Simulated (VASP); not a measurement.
Here is a VASP 6.6.1 calculation.

Contents of INCAR:

```
SYSTEM = HfGe
PREC = Accurate
ENCUT = 500
EDIFF = 1E-6
ISMEAR = 0
SIGMA = 0.05
LREAL = .FALSE.
LASPH = .TRUE.
NELM = 120
ALGO = Normal
ISIF = 2
LWAVE = .FALSE.
LCHARG = .TRUE.
LELF = .TRUE.
LVHAR = .TRUE.
NBANDS = 19
GGA_COMPAT = .FALSE.
```

Contents of KPOINTS:

```
Automatic mesh
0
G
  6 6 6
  0 0 0
```

The input POSCAR:

```
HfGe
1.0
    0.0000000000      2.9722961852      2.9722961852
    2.9722961852      0.0000000000      2.9722961852
    2.9722961852      2.9722961852      0.0000000000
Hf Ge
1 1
Direct
    0.0000000000      0.0000000000      0.0000000000
    0.2500000000      0.2500000000      0.2500000000
```

Potentials or basis: VASP PAW LDA potentials, release 64 (Hf_pv, Ge_d).

Run with:

```bash
$ cat potpaw_LDA.64/Hf_pv/POTCAR potpaw_LDA.64/Ge_d/POTCAR > POTCAR
$ mpirun -np 1 vasp_std > vasp.out
```

Q: Predict the pressure.

A: 0.3 GPa.
